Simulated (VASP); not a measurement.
# ScSbTe4 (P-6m2) in VASP: a series of runs

ScSbTe4 is run at these levels: PBE; tasks: single point, relaxation of cell and atoms.

Everything below comes from runs of VASP 6.6.1. Logs are shortened: lines on timing, memory, paths and dates and some standing lists are left out, and cuts for length are marked.

### Step 1. The cell of the first run

Symmetry: P-6m2, No. 187, hexagonal system. The conventional cell has a = 6.220 Å, b = 6.220 Å, c = 5.390 Å, α = 90.00°, β = 90.00°, γ = 120.00°. Sc (site symmetry -6m2) has 9 Te at 3.22 to 3.59 Å and 3 Sb at 3.59 Å within 4.2 Å. Sb (site symmetry -6m2) has 3 Sc at 3.59 Å and 15 Te at 3.59 to 4.12 Å within 4.7 Å. Te (site symmetry -6m2) has 6 Te at 3.26 Å and 3 Sc at 3.59 Å and 3 Sb at 3.59 Å within 4.3 Å. Te (site symmetry mm2) has 6 Te at 3.05 to 3.26 Å and 2 Sc at 3.22 Å and 4 Sb at 4.12 Å within 4.2 Å.

The cell was built from a structure type or drawn by symmetry, and may not be a known phase.

### Step 2. Single point, PBE

INCAR reads:

```
SYSTEM = ScSbTe4
PREC = Accurate ; ENCUT = 520
EDIFF = 1E-6 ; ISMEAR = 0
SIGMA = 0.1 ; LREAL = .FALSE.
LASPH = .TRUE. ; NELM = 80
ALGO = Normal ; ISIF = 2
LWAVE = .FALSE. ; LCHARG = .FALSE.
GGA = PE ; NBANDS = 29
```

KPOINTS reads:

```
regular mesh
0
G
  3 3 4
  0 0 0
```

POSCAR reads:

```
ScSbTe4
1.0
    6.2195853774      0.0000000000      0.0000000000
   -3.1097926887      5.3863189378      0.0000000000
    0.0000000000      0.0000000000      5.3901346323
Sc Sb Te
1 1 4
Direct
    0.6666666667      0.3333333333      0.0000000000
    0.0000000000      0.0000000000      0.0000000000
    0.3333333333      0.6666666667      0.0000000000
    0.5032081888      0.4967918112      0.5000000000
    0.5032081888      1.0064163777      0.5000000000
   -0.0064163777      0.4967918112      0.5000000000
```

Potentials or basis: VASP PAW PBE potentials, release 64 (Sc_sv, Sb, Te).

Launch:

```console
> cat potpaw_PBE.64/Sc_sv/POTCAR potpaw_PBE.64/Sb/POTCAR potpaw_PBE.64/Te/POTCAR > POTCAR
> mpirun -np 1 vasp_std > vasp.out
```

OUTCAR:

```text
SYSTEM = ScSbTe4
   PREC = Accurate
   ENCUT = 520
   EDIFF = 1E-6
   ISMEAR = 0
   LREAL = .FALSE.
   LASPH = .TRUE.
   NELM = 80
   ISIF = 2
   GGA = PE

 ion  position               nearest neighbor table
   1  0.667  0.333  0.000-   5 3.22   5 3.22   6 3.22   6 3.22   4 3.22   4 3.22   2 3.59   2 3.59
                             2 3.59
   2  0.000  0.000  0.000-   1 3.59   3 3.59   3 3.59   1 3.59   1 3.59   3 3.59
   3  0.333  0.667  0.000-   5 3.26   5 3.26   6 3.26   6 3.26   4 3.26   4 3.26   2 3.59   2 3.59
                             2 3.59
   4  0.503  0.497  0.500-   5 3.05   6 3.05   5 3.17   6 3.17   1 3.22   1 3.22   3 3.26   3 3.26

   5  0.503  0.006  0.500-   4 3.05   6 3.05   4 3.17   6 3.17   1 3.22   1 3.22   3 3.26   3 3.26

   6  0.994  0.497  0.500-   5 3.05   4 3.05   5 3.17   4 3.17   1 3.22   1 3.22   3 3.26   3 3.26

  LATTYP: Found a hexagonal cell.
 ALAT       =     6.2195853774
 C/A-ratio  =     0.8666389004

  Lattice vectors:

 A1 = (   6.2195853774,   0.0000000000,   0.0000000000)
 A2 = (  -3.1097926887,   5.3863189378,   0.0000000000)
 A3 = (   0.0000000000,   0.0000000000,   5.3901346323)

Analysis of symmetry for initial positions (statically):
=====================================================================
 Subroutine PRICEL returns:
 Original cell was already a primitive cell.

 Routine SETGRP: Setting up the symmetry group for a
 hexagonal supercell.

 Subroutine GETGRP returns: Found 12 space group operations
 (whereof 12 operations were pure point group operations)
 out of a pool of 24 trial point group operations.

The static configuration has the point symmetry D_3h.

Analysis of symmetry for dynamics (positions and initial velocities):
=====================================================================
 Subroutine PRICEL returns:
 Original cell was already a primitive cell.

 Routine SETGRP: Setting up the symmetry group for a
 hexagonal supercell.

 Subroutine GETGRP returns: Found 12 space group operations
 (whereof 12 operations were pure point group operations)
 out of a pool of 24 trial point group operations.

The dynamic configuration has the point symmetry D_3h.

 Subroutine INISYM returns: Found 12 space group operations
 (whereof 12 operations are pure point group operations),
 and found     1 'primitive' translations

----------------------------------------------------------------------------------------

                                     Primitive cell
[... 86 lines left out ...]
   NSW    =      0    number of steps for IOM
   IBRION =     -1    ionic relax: 0-MD 1-quasi-New 2-CG
   NFREE  =      0    steps in history (QN), initial steepest desc. (CG)
   ISIF   =      2    stress and relaxation
   ISYM   =      2    0-nonsym 1-usesym 2-fastsym
   POTIM  = 0.5000    time-step for ionic-motion
   TEBEG  =    0.0;   TEEND  =   0.0 temperature during run
   PSTRESS=    0.0 pullay stress
   NELECT =      40.0000    total number of electrons
   NUPDOWN=      -1.0000    fix difference up-down
   EMIN   =  10.00;   EMAX   =-10.00  energy-range for DOS
   EFERMI =   0.00;   METHOD = LEGACY
   ISMEAR =     0;   SIGMA  =   0.10  broadening in eV -4-tet -1-fermi 0-gaus
   EFERMI_NEDOS =   21; number of points for ismear=-14 and -15
   IALGO  =     38    algorithm
   IMIX   =      4    mixing-type and parameters
     AMIX     =   0.40;   BMIX     =  1.00
     AMIX_MAG =   1.60;   BMIX_MAG =  1.00
  volume/ion in A,a.u.               =      30.10       203.09
  Fermi-wavevector in a.u.,A,eV,Ry     =   0.990552  1.871871 13.349935  0.981193
  Thomas-Fermi vector in A             =   2.122230
   LORBIT       =      0    0 simple, 1 ext, 2 COOP (PROOUT), +10 PAW based schemes
   GGA     = PE    functional components
   LHFCALC =     F    Hartree Fock is set to
   AEXX    =    0.0000 exact exchange contribution
   IVDW    =     0    specifies the selected vdW correction
   LEPSILON=     F    determine dielectric tensor
   LRPA    =     F    only Hartree local field effects (RPA)
 non-spin polarized calculation
 Gauss-broadening in eV      SIGMA  =   0.10
  energy-cutoff  :      520.00
  volume of cell :      180.57
 maximum number of plane-waves:      4916
 NGX is ok and might be reduce to    48
   NGX = 23   NGY = 23   NGZ = 21

 number of electron      40.0000007 magnetization

 Free energy of the ion-electron system (eV)
  ---------------------------------------------------
  ext. energy  EPLUGINS =         0.00000000
  ---------------------------------------------------
  free energy    TOTEN  =       -21.98240492 eV

  energy without entropy =      -21.95191583  energy(sigma->0) =      -21.96716038

 E-fermi :   6.3927     XC(G=0):  -9.5624

 val. band max:        6.3877998330   @ k =   0.3333  -0.0000   0.5000
 cond. band min:       6.4723091517   @ k =   0.3333  -0.0000   0.2500
 fundamental gap:      0.0845093187
 Fermi energy:         6.3927157304

 k-point     1 :       0.0000    0.0000    0.0000
  band No.  band energies     occupation
      1     -44.0176      2.00000
      2     -22.6392      2.00000
      3     -22.6392      2.00000
      4     -22.5847      2.00000
      5      -7.3176      2.00000
      6      -4.3311      2.00000
[... 277 lines left out ...]
     28       8.4287      0.00000
     29       8.4412      0.00000

------------------------ aborting loop because EDIFF is reached ----------------------------------------

  FORCE on cell =-STRESS in cart. coord.  units (eV):
  Direction    XX          YY          ZZ          XY          YZ          ZX
  --------------------------------------------------------------------------------------
  -------------------------------------------------------------------------------------
  Total       -0.3312072     -0.3312072     -0.2165092      0.0000000     -0.0000000      0.0000000
  in kB       -2.9387132     -2.9387132     -1.9210282      0.0000000     -0.0000000      0.0000000
  external PRESSURE =      -2.5994849 kB  Pullay stress =       0.0000000 kB

 VOLUME and BASIS-vectors are now :
 -----------------------------------------------------------------------------
  energy-cutoff  :      520.00
  volume of cell :      180.57
      direct lattice vectors                 reciprocal lattice vectors
     6.219585377  0.000000000  0.000000000     0.160782422  0.092827775  0.000000000
    -3.109792689  5.386318938  0.000000000     0.000000000  0.185655549  0.000000000
     0.000000000  0.000000000  5.390134632     0.000000000  0.000000000  0.185524123

 POSITION                                       TOTAL-FORCE (eV/Angst)
 -----------------------------------------------------------------------------------
      3.10979      1.79544      0.00000         0.000000      0.000000     -0.000000
      0.00000      0.00000      0.00000         0.000000      0.000000     -0.000000
     -0.00000      3.59088      0.00000         0.000000      0.000000     -0.000000
      1.58483      2.67588      2.69507        -0.036349      0.020986      0.000000
      3.10979      0.03456      2.69507         0.000000     -0.041973     -0.000000
      4.63476      2.67588      2.69507         0.036349      0.020986      0.000000
 -----------------------------------------------------------------------------------
    total drift:                               -0.000000      0.000000      0.000000

  FREE ENERGIE OF THE ION-ELECTRON SYSTEM (eV)
  ---------------------------------------------------
  free  energy   TOTEN  =       -21.9824049210 eV

  energy  without entropy=      -21.9519158303  energy(sigma->0) =      -21.96716038
```

OSZICAR:

```text
N       E                     dE             d eps       ncg     rms          rms(c)
DAV:   1     0.343251422677E+03    0.34325E+03   -0.15509E+04   522   0.116E+03
DAV:   2     0.135229524233E+02   -0.32973E+03   -0.32236E+03   538   0.313E+02
DAV:   3    -0.214819216054E+02   -0.35005E+02   -0.33695E+02   788   0.942E+01
DAV:   4    -0.235043183154E+02   -0.20224E+01   -0.20004E+01   722   0.226E+01
DAV:   5    -0.235813041400E+02   -0.76986E-01   -0.76912E-01   778   0.496E+00    0.163E+01
DAV:   6    -0.222650242330E+02    0.13163E+01   -0.64544E+00   842   0.177E+01    0.105E+01
DAV:   7    -0.221856996179E+02    0.79325E-01   -0.56641E+00   871   0.146E+01    0.724E+00
DAV:   8    -0.220747830974E+02    0.11092E+00   -0.12129E+00   813   0.909E+00    0.232E+00
DAV:   9    -0.219838558457E+02    0.90927E-01   -0.36285E-01   792   0.436E+00    0.669E-01
DAV:  10    -0.219842924274E+02   -0.43658E-03   -0.85911E-03   654   0.380E-01    0.525E-01
DAV:  11    -0.219859691429E+02   -0.16767E-02   -0.21117E-03   794   0.207E-01    0.429E-01
DAV:  12    -0.219824493745E+02    0.35198E-02   -0.89760E-03   768   0.719E-01    0.713E-02
DAV:  13    -0.219824097813E+02    0.39593E-04   -0.60624E-04   823   0.140E-01    0.385E-02
DAV:  14    -0.219824082914E+02    0.14900E-05   -0.96136E-06   663   0.195E-02    0.276E-02
DAV:  15    -0.219824070943E+02    0.11971E-05   -0.24481E-05   794   0.376E-02    0.156E-02
DAV:  16    -0.219824050963E+02    0.19980E-05   -0.48859E-06   559   0.157E-02    0.686E-03
DAV:  17    -0.219824049210E+02    0.17526E-06   -0.67619E-07   377   0.538E-03
   1 F= -.21982405E+02 E0= -.21967160E+02  d E =-.304891E-01
```

stdout:

```text
POSCAR found type information on POSCAR ScSbTe
 POSCAR found :  3 types and       6 ions
 scaLAPACK will be used
 LDA part: xc-table for (Slater+PW92), standard interpolation
 POSCAR, INCAR and KPOINTS ok, starting setup
 FFT: planning ... GRIDC
 FFT: planning ... GRID_SOFT
 FFT: planning ... GRID
 WAVECAR not read
 entering main loop
```

Run time: 33 s. Hardware: 1 thread of Intel Xeon 6975P-C (Granite Rapids), shared host; peak memory 0.31 GiB.

What came out:

- Free energy: -21.9824 eV
- Pressure: -0.3 GPa
- Largest force: 0.042 eV/Å
- Band gap on the k mesh: zero (bands 20 and 21 overlap by 1.28 eV)

Forces on the atoms (eV/Å):
```
Sc   0.000  0.000  0.000
Sb   0.000  0.000  0.000
Te   0.000  0.000  0.000
Te  -0.036  0.021  0.000
Te   0.000 -0.042  0.000
Te   0.036  0.021  0.000
```

Stress tensor (GPa, compression positive):
```
-0.29  0.00  0.00
 0.00 -0.29  0.00
 0.00  0.00 -0.19
```

Caveat: the k points lie up to 0.39 Å⁻¹ apart, too coarse for converged energies and pressures of a metal; spin-orbit coupling is left out, which moves the levels of the heavy elements.

### Step 3. Single point, PBE

This run uses another cell than the first one, of 31.57 Å³/atom.

INCAR reads:

```
  ALGO = Normal
  EDIFF = 1E-6
  ENCUT = 520
  GGA = PE
  ISIF = 2
  ISMEAR = 0
  LASPH = True
  LCHARG = False
  LREAL = False
  LWAVE = False
  NBANDS = 29
  NELM = 60
  PREC = Accurate
  SIGMA = 0.1
```

KPOINTS reads:

```
k-points
0
Gamma
  3 3 4
```

POSCAR reads:

```
ScSbTe4
1.0
    6.6201296600      0.0000000000      0.0000000000
   -3.3100648300      5.7332004700      0.0000000000
    0.0000000000      0.0000000000      4.9911633500
Sc Sb Te
1 1 4
Direct
    0.6666666700      0.3333333300      0.0000000000
    0.0000000000      0.0000000000      0.0000000000
    0.3333333300      0.6666666700      0.0000000000
    0.4989039900      0.5010960100      0.5000000000
    0.4989039900      0.9978079800      0.5000000000
    0.0021920200      0.5010960100      0.5000000000
```

Potentials or basis: VASP PAW PBE potentials, release 64 (Sc_sv, Sb, Te).

Launch:

```console
> cat potpaw_PBE.64/Sc_sv/POTCAR potpaw_PBE.64/Sb/POTCAR potpaw_PBE.64/Te/POTCAR > POTCAR
> mpirun -np 1 vasp_std > vasp.out
```

OUTCAR:

```text
EDIFF = 1E-6
   ENCUT = 520
   GGA = PE
   ISIF = 2
   ISMEAR = 0
   LASPH = True
   LREAL = False
   NELM = 60
   PREC = Accurate

 ion  position               nearest neighbor table
   1  0.667  0.333  0.000-   6 3.15   6 3.15   5 3.15   5 3.15   4 3.15   4 3.15
   2  0.000  0.000  0.000-
   3  0.333  0.667  0.000-   6 3.14   6 3.14   5 3.14   5 3.14   4 3.14   4 3.14
   4  0.499  0.501  0.500-   3 3.14   3 3.14   1 3.15   1 3.15   6 3.29   5 3.29   6 3.33   5 3.33

   5  0.499  0.998  0.500-   3 3.14   3 3.14   1 3.15   1 3.15   4 3.29   6 3.29   6 3.33   4 3.33

   6  0.002  0.501  0.500-   3 3.14   3 3.14   1 3.15   1 3.15   4 3.29   5 3.29   4 3.33   5 3.33

  LATTYP: Found a hexagonal cell.
 ALAT       =     6.6201296600
 C/A-ratio  =     0.7539374010

  Lattice vectors:

 A1 = (   6.6201296600,   0.0000000000,   0.0000000000)
 A2 = (  -3.3100648300,   5.7332004700,   0.0000000000)
 A3 = (   0.0000000000,   0.0000000000,   4.9911633500)

Analysis of symmetry for initial positions (statically):
=====================================================================
 Subroutine PRICEL returns:
 Original cell was already a primitive cell.

 Routine SETGRP: Setting up the symmetry group for a
 hexagonal supercell.

 Subroutine GETGRP returns: Found 12 space group operations
 (whereof 12 operations were pure point group operations)
 out of a pool of 24 trial point group operations.

The static configuration has the point symmetry D_3h.

Analysis of symmetry for dynamics (positions and initial velocities):
=====================================================================
 Subroutine PRICEL returns:
 Original cell was already a primitive cell.

 Routine SETGRP: Setting up the symmetry group for a
 hexagonal supercell.
[... 114 lines left out ...]
   IALGO  =     38    algorithm
   IMIX   =      4    mixing-type and parameters
     AMIX     =   0.40;   BMIX     =  1.00
     AMIX_MAG =   1.60;   BMIX_MAG =  1.00
  volume/ion in A,a.u.               =      31.57       213.06
  Fermi-wavevector in a.u.,A,eV,Ry     =   0.974854  1.842207 12.930172  0.950341
  Thomas-Fermi vector in A             =   2.105347
   LORBIT       =      0    0 simple, 1 ext, 2 COOP (PROOUT), +10 PAW based schemes
   GGA     = PE    functional components
   LHFCALC =     F    Hartree Fock is set to
   AEXX    =    0.0000 exact exchange contribution
   IVDW    =     0    specifies the selected vdW correction
   LEPSILON=     F    determine dielectric tensor
   LRPA    =     F    only Hartree local field effects (RPA)
 non-spin polarized calculation
 Gauss-broadening in eV      SIGMA  =   0.10
  energy-cutoff  :      520.00
  volume of cell :      189.44
 maximum number of plane-waves:      5136
 NGX is ok and might be reduce to    50
   NGX = 25   NGY = 25   NGZ = 19

 number of electron      40.0000002 magnetization

 Free energy of the ion-electron system (eV)
  ---------------------------------------------------
  ext. energy  EPLUGINS =         0.00000000
  ---------------------------------------------------
  free energy    TOTEN  =       -21.60997698 eV

  energy without entropy =      -21.55865666  energy(sigma->0) =      -21.58431682

 E-fermi :   5.8398     XC(G=0):  -9.3530

 val. band max:        5.8331586362   @ k =   0.3333   0.3333   0.0000
 cond. band min:       5.8414053359   @ k =   0.3333   0.3333   0.0000
 fundamental gap:      0.0082466997
 Fermi energy:         5.8397770776

 k-point     1 :       0.0000    0.0000    0.0000
  band No.  band energies     occupation
      1     -44.6188      2.00000
      2     -23.2590      2.00000
      3     -23.2590      2.00000
      4     -23.1389      2.00000
      5      -7.6462      2.00000
      6      -4.5804      2.00000
[... 277 lines left out ...]
     28       8.1789      0.00000
     29       8.2893      0.00000

------------------------ aborting loop because EDIFF is reached ----------------------------------------

  FORCE on cell =-STRESS in cart. coord.  units (eV):
  Direction    XX          YY          ZZ          XY          YZ          ZX
  --------------------------------------------------------------------------------------
  -------------------------------------------------------------------------------------
  Total       -3.5200575     -3.5200575      1.8043484      0.0000000      0.0000000      0.0000000
  in kB      -29.7711037    -29.7711038     15.2603883      0.0000000      0.0000000      0.0000000
  external PRESSURE =     -14.7606064 kB  Pullay stress =       0.0000000 kB

 VOLUME and BASIS-vectors are now :
 -----------------------------------------------------------------------------
  energy-cutoff  :      520.00
  volume of cell :      189.44
      direct lattice vectors                 reciprocal lattice vectors
     6.620129660  0.000000000  0.000000000     0.151054443  0.087211323  0.000000000
    -3.310064830  5.733200470  0.000000000     0.000000000  0.174422647  0.000000000
     0.000000000  0.000000000  4.991163350     0.000000000  0.000000000  0.200354092

 POSITION                                       TOTAL-FORCE (eV/Angst)
 -----------------------------------------------------------------------------------
      3.31006      1.91107      0.00000         0.000000      0.000000      0.000000
      0.00000      0.00000      0.00000         0.000000      0.000000      0.000000
     -0.00000      3.82213      0.00000         0.000000      0.000000      0.000000
      1.64415      2.87288      2.49558         0.685950     -0.396033     -0.000000
      0.00000      5.72063      2.49558         0.000000      0.792067      0.000000
     -1.64415      2.87288      2.49558        -0.685950     -0.396033     -0.000000
 -----------------------------------------------------------------------------------
    total drift:                               -0.000031      0.000018      0.000000

  FREE ENERGIE OF THE ION-ELECTRON SYSTEM (eV)
  ---------------------------------------------------
  free  energy   TOTEN  =       -21.6099769844 eV

  energy  without entropy=      -21.5586566641  energy(sigma->0) =      -21.58431682
```

stdout:

```text
POSCAR found type information on POSCAR ScSbTe
 POSCAR found :  3 types and       6 ions
 scaLAPACK will be used
 LDA part: xc-table for (Slater+PW92), standard interpolation
 POSCAR, INCAR and KPOINTS ok, starting setup
 FFT: planning ... GRIDC
 FFT: planning ... GRID_SOFT
 FFT: planning ... GRID
 WAVECAR not read
 entering main loop
```

Run time: 39 s. Hardware: 1 thread of Intel Xeon 6975P-C (Granite Rapids), shared host; peak memory 0.31 GiB.

Results:

| Property | Result |
| --- | --- |
| Free energy | -21.6100 eV |
| Pressure | -1.5 GPa |
| Largest force | 0.792 eV/Å |
| Band gap on the k mesh | zero (bands 20 and 21 overlap by 0.97 eV) |

Forces in eV/Å, atoms in the order of the input:
```
Sc   0.000  0.000  0.000
Sb   0.000  0.000  0.000
Te   0.000  0.000  0.000
Te   0.686 -0.396  0.000
Te   0.000  0.792  0.000
Te  -0.686 -0.396  0.000
```

Stress tensor (GPa, compression positive):
```
-2.98  0.00  0.00
 0.00 -2.98  0.00
 0.00  0.00  1.53
```

Caveat: the k points lie up to 0.37 Å⁻¹ apart, too coarse for converged energies and pressures of a metal; spin-orbit coupling is left out, which moves the levels of the heavy elements.

(Part 1 of 2 ends here.)
